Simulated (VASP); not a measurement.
# Ni (Im-3m) in VASP: settings compared

The runs below take Ni through single point, relaxation of cell and atoms, with PBEsol, RPBE, revPBE.

Everything below comes from runs of VASP 6.6.1. Logs are shortened: lines on timing, memory, paths and dates and some standing lists are left out, and cuts for length are marked.

### Step 1. The cell of the first run

The structure is cubic, space group Im-3m (No. 229). The conventional cell has a = 2.757 Å, b = 2.757 Å, c = 2.757 Å, α = 90.00°, β = 90.00°, γ = 90.00°. Ni (site symmetry m-3m) has 14 Ni at 2.39 to 2.76 Å within 3.2 Å.

### Step 2. Single point, PBEsol, collinear spin, ferromagnetic start

Input file INCAR:

```
SYSTEM = Ni
ALGO = Fast ; EDIFF = 1E-7
ENCUT = 520 ; GGA = PS
ISIF = 2 ; ISMEAR = -1
ISPIN = 2 ; LASPH = .TRUE.
LCHARG = .FALSE. ; LMAXMIX = 4
LORBIT = 11 ; LREAL = .FALSE.
LWAVE = .FALSE. ; MAGMOM = 1
NBANDS = 15 ; NELM = 150
PREC = Accurate ; SIGMA = 0.05
```

Input file KPOINTS:

```
k-points
0
G
  13 13 13
  0 0 0
```

Input file POSCAR:

```
Ni
1.0
   -1.3784306002      1.3784306002      1.3784306002
    1.3784306002     -1.3784306002      1.3784306002
    1.3784306002      1.3784306002     -1.3784306002
Ni
1
Direct
    0.0000000000      0.0000000000      0.0000000000
```

Potentials or basis: VASP PAW PBE potentials, release 64 (Ni).

Run with:

```sh
$ cat potpaw_PBE.64/Ni/POTCAR > POTCAR
$ mpirun -np 1 vasp_std > vasp.out
```

OUTCAR:

```text
SYSTEM = Ni
   EDIFF = 1E-7
   ENCUT = 520
   GGA = PS
   ISIF = 2
   ISMEAR = -1
   ISPIN = 2
   LASPH = .TRUE.
   LORBIT = 11
   LREAL = .FALSE.
   NELM = 150
   PREC = Accurate

 ion  position               nearest neighbor table
   1  0.000  0.000  0.000-

  LATTYP: Found a body centered cubic cell.
 ALAT       =     2.7568612004

  Lattice vectors:

 A1 = (  -1.3784306002,   1.3784306002,   1.3784306002)
 A2 = (   1.3784306002,  -1.3784306002,   1.3784306002)
 A3 = (   1.3784306002,   1.3784306002,  -1.3784306002)

Analysis of symmetry for initial positions (statically):
=====================================================================
 Subroutine PRICEL returns:
 Original cell was already a primitive cell.

 Routine SETGRP: Setting up the symmetry group for a
 body centered cubic supercell.

 Subroutine GETGRP returns: Found 48 space group operations
 (whereof 48 operations were pure point group operations)
 out of a pool of 48 trial point group operations.

The static configuration has the point symmetry O_h .

Analysis of symmetry for dynamics (positions and initial velocities):
=====================================================================
 Subroutine PRICEL returns:
 Original cell was already a primitive cell.

 Routine SETGRP: Setting up the symmetry group for a
 body centered cubic supercell.

 Subroutine GETGRP returns: Found 48 space group operations
 (whereof 48 operations were pure point group operations)
 out of a pool of 48 trial point group operations.

The dynamic configuration has the point symmetry O_h .

Analysis of structural, dynamic, and magnetic symmetry:
=====================================================================
 Subroutine PRICEL returns:
 Original cell was already a primitive cell.

 Routine SETGRP: Setting up the symmetry group for a
 body centered cubic supercell.

 Subroutine GETGRP returns: Found 48 space group operations
 (whereof 48 operations were pure point group operations)
 out of a pool of 48 trial point group operations.

The overall configuration has the point symmetry O_h .

 Subroutine INISYM returns: Found 48 space group operations
 (whereof 48 operations are pure point group operations),
 and found     1 'primitive' translations

----------------------------------------------------------------------------------------

                                     Primitive cell

  volume of cell :      10.4765

  direct lattice vectors                    reciprocal lattice vectors
[... 117 lines left out ...]
 RMM-DIIS sequential band-by-band and
  energy-cutoff  :      520.00
  volume of cell :       10.48
 maximum number of plane-waves:       321
 NGX is ok and might be reduce to    18
   NGX =  9   NGY =  9   NGZ =  9

 number of electron      10.0000009 magnetization       0.5720345

 Free energy of the ion-electron system (eV)
  ---------------------------------------------------
  ext. energy  EPLUGINS =         0.00000000
  ---------------------------------------------------
  free energy    TOTEN  =        -6.03934024 eV

  energy without entropy =       -6.02415194  energy(sigma->0) =       -6.03174609

 E-fermi :   9.5815     XC(G=0): -13.6570

 val. band max:        9.5677021020   @ k =   0.4615   0.0000   0.0000
 cond. band min:       9.5821231537   @ k =  -0.3077   0.3846   0.0769
 fundamental gap:      0.0144210517
 Fermi energy:         9.5814797590

 spin component 1

 k-point     1 :       0.0000    0.0000    0.0000
  band No.  band energies     occupation
      1       0.3987      1.00000
      2       7.2035      1.00000
      3       7.2035      1.00000
      4       7.2035      1.00000
      5       8.6837      1.00000
      6       8.6837      1.00000
      7      36.4236      0.00000
      8      36.4236      0.00000
      9      36.4236      0.00000
     10      41.5672      0.00000
     11      41.5672      0.00000
     12      42.8941      0.00000
     13      42.8941      0.00000
     14      42.8941      0.00000
[... 403 lines left out ...]
      4       8.5558      1.00000
      5       8.7664      1.00000
      6       9.3620      0.98775
      7      23.0442      0.00000
      8      27.6908      0.00000
      9      29.1580      0.00000
     10      37.9808      0.00000
     11      41.6970      0.00000
     12      44.4126      0.00000
     13      46.4130      0.00000
     14      50.0166      0.00000
     15      53.0499      0.00000

 [... further k-points ...]

 spin component 2

 k-point     1 :       0.0000    0.0000    0.0000
  band No.  band energies     occupation
      1       0.4156      1.00000
      2       7.8616      1.00000
      3       7.8616      1.00000
      4       7.8616      1.00000
      5       9.2124      0.99938
      6       9.2124      0.99938
      7      36.3649      0.00000
      8      36.3649      0.00000
      9      36.3649      0.00000
     10      41.5412      0.00000
     11      41.5412      0.00000
     12      43.0863      0.00000
     13      43.0863      0.00000
     14      43.0863      0.00000
[... 403 lines left out ...]
      4       9.1190      0.99990
      5       9.3074      0.99586
      6      10.0275      0.00013
      7      23.2157      0.00000
      8      27.7735      0.00000
      9      29.3030      0.00000
     10      37.9944      0.00000
     11      41.8054      0.00000
     12      44.4514      0.00000
     13      46.4758      0.00000
     14      50.1029      0.00000
     15      53.1644      0.00000

 [... further k-points ...]
[... 5 lines left out ...]
  --------------------------------------------------------------------------------------
  -------------------------------------------------------------------------------------
  Total       -0.0017072     -0.0017072     -0.0017072      0.0000000     -0.0000000      0.0000000
  in kB       -0.2610899     -0.2610899     -0.2610899      0.0000000     -0.0000000      0.0000000
  external PRESSURE =      -0.2610899 kB  Pullay stress =       0.0000000 kB

 VOLUME and BASIS-vectors are now :
 -----------------------------------------------------------------------------
  energy-cutoff  :      520.00
  volume of cell :       10.48
      direct lattice vectors                 reciprocal lattice vectors
    -1.378430600  1.378430600  1.378430600     0.000000000  0.362731355  0.362731355
     1.378430600 -1.378430600  1.378430600     0.362731355  0.000000000  0.362731355
     1.378430600  1.378430600 -1.378430600     0.362731355  0.362731355  0.000000000

 POSITION                                       TOTAL-FORCE (eV/Angst)
 -----------------------------------------------------------------------------------
      0.00000      0.00000      0.00000        -0.000000      0.000000     -0.000000
 -----------------------------------------------------------------------------------
    total drift:                                0.000000     -0.000000      0.000000

  FREE ENERGIE OF THE ION-ELECTRON SYSTEM (eV)
  ---------------------------------------------------
  free  energy   TOTEN  =        -6.0393402424 eV

  energy  without entropy=       -6.0241519374  energy(sigma->0) =       -6.03174609

 total charge

# of ion       s       p       d       tot
------------------------------------------
    1        0.511   0.530   8.346   9.387

 magnetization (x)

# of ion       s       p       d       tot
------------------------------------------
    1       -0.003  -0.014   0.592   0.575
```

Run time: 19 s. Hardware: 1 thread of AMD EPYC 9R45 (Zen 5), shared host; peak memory 0.1 GiB.

What came out:

```yaml
Free_energy: -6.0393 eV
Pressure: 0.0 GPa
Net_moment: 0.57 μB per cell
Site_moments: Ni +0.57 μB
Valence_electrons_inside_the_program's_atomic_spheres: Ni 9.39
```

Caveat: the PAW data sets were made with another functional, which shifts forces and pressure a little.

### Step 3. Single point, RPBE, collinear spin, ferromagnetic start

This run uses another cell than the first one, of 10.60 Å³/atom, 1.012 times its volume.

Input file INCAR:

```
PREC = Accurate
ENCUT = 520
EDIFF = 1E-7
ISMEAR = -1
SIGMA = 0.05
LREAL = F
LASPH = T
NELM = 150
ALGO = Fast
ISIF = 2
LWAVE = F
LCHARG = F
ISPIN = 2
MAGMOM = 1
LORBIT = 11
LMAXMIX = 4
GGA = RP
NBANDS = 15
```

Input file KPOINTS:

```
Automatic mesh
0
Gamma
  13 13 13
```

Input file POSCAR:

```
Ni
1.0
   -1.3837154700      1.3837154700      1.3837154700
    1.3837154700     -1.3837154700      1.3837154700
    1.3837154700      1.3837154700     -1.3837154700
Ni
1
Direct
    0.0000000000      0.0000000000      0.0000000000
```

Potentials or basis: VASP PAW PBE potentials, release 64 (Ni).

Run with:

```sh
$ cat potpaw_PBE.64/Ni/POTCAR > POTCAR
$ mpirun -np 1 vasp_std > vasp.out
```

Wall time 18 s (1 thread of AMD EPYC 9R45 (Zen 5), shared host); peak memory 0.1 GiB.

Results (log left out):

- Free energy: -4.8392 eV
- Pressure: 13.6 GPa
- Net moment: 0.58 μB per cell
- Site moments: Ni +0.59 μB
- Valence electrons inside the program's atomic spheres: Ni 9.36

Levels at points of the mesh, in eV from the Fermi level:
Spin up:
```
           k point  band 1  band 2  band 3  band 4  band 5  band 6  band 7  band 8  band 9  band 10
(0.00, 0.00, 0.00)   -9.04   -2.37   -2.37   -2.37   -0.91   -0.91   26.71   26.71   26.71    31.79
```
Spin down:
```
           k point  band 2  band 3  band 4  band 5  band 6  band 7  band 8  band 9
(0.00, 0.00, 0.00)   -1.65   -1.65   -1.65   -0.39   -0.39   26.59   26.59   26.59
```

Caveat: the PAW data sets were made with another functional, which shifts forces and pressure a little.

### Step 4. Single point, revPBE, collinear spin, ferromagnetic start

This run uses another cell than the first one, of 10.60 Å³/atom, 1.012 times its volume.

Input file INCAR:

```
  PREC = Accurate
  ENCUT = 520
  EDIFF = 1E-6
  ISMEAR = -1
  SIGMA = 0.05
  LREAL = False
  LASPH = True
  NELM = 150
  ALGO = Normal
  ISIF = 2
  LWAVE = False
  LCHARG = False
  ISPIN = 2
  MAGMOM = 1
  LORBIT = 11
  LMAXMIX = 4
  GGA = RE
  NBANDS = 15
```

Input file KPOINTS:

```
regular mesh
0
Gamma
  13 13 13
```

POSCAR is that of step 3.

Run with:

```sh
$ cat potpaw_PBE.64/Ni/POTCAR > POTCAR
$ mpirun -np 1 vasp_std > vasp.out
```

Run time: 14 s. Hardware: 1 thread of AMD EPYC 9R45 (Zen 5), shared host; peak memory 0.11 GiB.

It converged, with:

* Free energy: -4.9539 eV
* Pressure: 11.8 GPa
* Net moment: 0.58 μB per cell
* Site moments: Ni +0.59 μB
* Valence electrons inside the program's atomic spheres: Ni 9.36

Levels at points of the mesh, in eV from the Fermi level:
Spin up:
```
           k point  band 1  band 2  band 3  band 4  band 5  band 6  band 7  band 8  band 9  band 10
(0.00, 0.00, 0.00)   -9.05   -2.36   -2.36   -2.36   -0.90   -0.90   26.72   26.72   26.72    31.80
```
Spin down:
```
           k point  band 2  band 3  band 4  band 5  band 6  band 7  band 8  band 9
(0.00, 0.00, 0.00)   -1.65   -1.65   -1.65   -0.39   -0.39   26.61   26.61   26.61
```

Caveat: the PAW data sets were made with another functional, which shifts forces and pressure a little.

### Step 5. Single point, RPBE, collinear spin, ferromagnetic start

This run uses another cell than the first one, of 11.33 Å³/atom, 1.081 times its volume.

Input file INCAR:

```
SYSTEM = Ni
ALGO = Normal ; EDIFF = 1E-6
ENCUT = 520 ; GGA = RP
ISIF = 2 ; ISMEAR = -1
ISPIN = 2 ; LASPH = .TRUE.
LCHARG = .FALSE. ; LMAXMIX = 4
LORBIT = 11 ; LREAL = .FALSE.
LWAVE = .FALSE. ; MAGMOM = 1
NBANDS = 15 ; NELM = 150
PREC = Accurate ; SIGMA = 0.05
```

Input file KPOINTS:

```
k-points
0
G
  13 13 13
  0 0 0
```

Input file POSCAR:

```
Ni
1.0
   -1.4148936521      1.4148936521      1.4148936521
    1.4148936521     -1.4148936521      1.4148936521
    1.4148936521      1.4148936521     -1.4148936521
Ni
1
Direct
    0.0000000000      0.0000000000      0.0000000000
```

Run with:

```sh
$ cat potpaw_PBE.64/Ni/POTCAR > POTCAR
$ mpirun -np 1 vasp_std > vasp.out
```

Wall time 16 s (1 thread of AMD EPYC 9R45 (Zen 5), shared host); peak memory 0.11 GiB.

It converged, with:

- Free energy: -4.8687 eV
- Pressure: 0.1 GPa
- Net moment: 0.61 μB per cell
- Site moments: Ni +0.62 μB
- Valence electrons inside the program's atomic spheres: Ni 9.24

Levels at points of the mesh, in eV from the Fermi level:
Spin up:
| k point | band 2 | band 3 | band 4 | band 5 | band 6 | band 7 | band 8 | band 9 |
| --- | --- | --- | --- | --- | --- | --- | --- | --- |
| (0.00, 0.00, 0.00) | -2.23 | -2.23 | -2.23 | -0.90 | -0.90 | 25.99 | 25.99 | 25.99 |
Spin down:
```tsv
k point	band 2	band 3	band 4	band 5	band 6	band 7	band 8	band 9
(0.00, 0.00, 0.00)	-1.49	-1.49	-1.49	-0.35	-0.35	25.85	25.85	25.85
```

Caveat: the PAW data sets were made with another functional, which shifts forces and pressure a little.

(Continued in part 2 of 2.)
